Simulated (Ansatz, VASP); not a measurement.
**Two plane-wave programs on In**

File INCAR:

```
SYSTEM = In
  PREC = Accurate
  ENCUT = 520
  EDIFF = 1E-7
  ISMEAR = 0
  SIGMA = 0.15
  LREAL = .False.
  LASPH = .True.
  NELM = 60
  ALGO = Fast
  ISIF = 2
  LWAVE = .False.
  LCHARG = .False.
  GGA = PE
  NBANDS = 12
```

Contents of KPOINTS:

```
regular mesh
0
Gamma
  18 18 18
  0 0 0
```

File POSCAR:

```
In
1.0
   -1.8589936745      1.8589936745      1.8825252400
    1.8589936745     -1.8589936745      1.8825252400
    1.9060568055      1.9060568055     -1.8825252400
In
1
Direct
    0.0000000000      0.0000000000      0.0000000000
```

Input for Ansatz:

```yaml
crystal:
  lattice:
    - [-1.8589936745, 1.8589936745, 1.88252524]
    - [1.8589936745, -1.8589936745, 1.88252524]
    - [1.9060568055, 1.9060568055, -1.88252524]
  atoms:
    - { symbol: In, position: [0.0, 0.0, 0.0] }
basis:
  ecutwfc: 420
kpoints:
  mp_grid: { grid: [18, 18, 18] }
hamiltonian:
  xc: pbe
scf:
  occupations: { method: gaussian, width: 0.15 }
output:
  forces: true
  stress: true
  eigenvalues: true
```

Change from the starting cell: strain +0.0250 x Voigt [0, 0, 0, 0, 0, 1], atoms carried along.

Alike in both runs: task single point; functional PBE; k mesh 18 × 18 × 18; occupations gaussian, width 0.15 eV; no spin polarisation.

|  | VASP | Ansatz |
| --- | --- | --- |
| version | VASP 6.6.1 | Ansatz 0.2.0 |
| potentials or method | VASP PAW PBE potentials, release 64 (In_d), cutoff 520 eV | scalar-relativistic, plane waves, PAW |
| valence electrons in the cell | 13 | 13 |

Ansatz gave:

* gap on the k mesh at the Fermi level (eV): none
* pressure (GPa): 1.5
* traceless stress, the component that is largest in VASP (GPa): -0.28

Problem. What did VASP give for the same quantities?

Solution. gap on the k mesh at the Fermi level (eV): none; pressure (GPa): 1.5; traceless stress, the component that is largest in VASP (GPa): -0.29.

A gap of «none» marks a metal or a gap that the smearing closes.
